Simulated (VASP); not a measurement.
Wanted: the native input for a VASP 6.6.1 run.

* Task: single point
* Functional: PBE
* Potentials or basis: VASP PAW PBE potentials, release 64 (Li_sv, F)
* Cutoff: 520 eV
* k mesh: 9 × 9 × 6
* Occupations: gaussian, width 0.01 eV
* Spin: no spin polarisation
* Dipole correction: no
* Further INCAR settings: ALGO = Normal; EDIFF = 1e-06; NBANDS = 18

The structure of LiF lies in POSCAR:

```
LiF
1.0
    3.2612686105      0.0000000000      0.0000000000
   -1.6306343053      2.8243414653      0.0000000000
    0.0000000000      0.0000000000      4.0121731595
Li F
2 2
Direct
    0.3333333333      0.6666666667      0.2500000000
    0.6666666667      0.3333333333      0.7500000000
    0.6666666667      0.3333333333      0.2500000000
    0.3333333333      0.6666666667      0.7500000000
```

This cell differs from its parent crystal: volume changed by -6%.

The input as run:

INCAR

```
SYSTEM = LiF
PREC = Accurate ; ENCUT = 520
EDIFF = 1E-6 ; ISMEAR = 0
SIGMA = 0.01 ; LREAL = .False.
LASPH = .True. ; NELM = 80
ALGO = Normal ; ISIF = 2
LWAVE = .False. ; LCHARG = .False.
GGA = PE ; NBANDS = 18
```

KPOINTS

```
Automatic mesh
0
Gamma
  9 9 6
  0 0 0
```

Potentials or basis: VASP PAW PBE potentials, release 64 (Li_sv, F).

Run with:

```console
$ cat potpaw_PBE.64/Li_sv/POTCAR potpaw_PBE.64/F/POTCAR > POTCAR
$ mpirun -np 1 vasp_std > vasp.out
```

It gave:

```yaml
Band_gap_on_the_k_mesh: 7.85 eV, direct
```

Run time: 16 s on 1 thread of Intel Xeon 6975P-C, with other jobs on the host, peak memory 0.15 GiB.
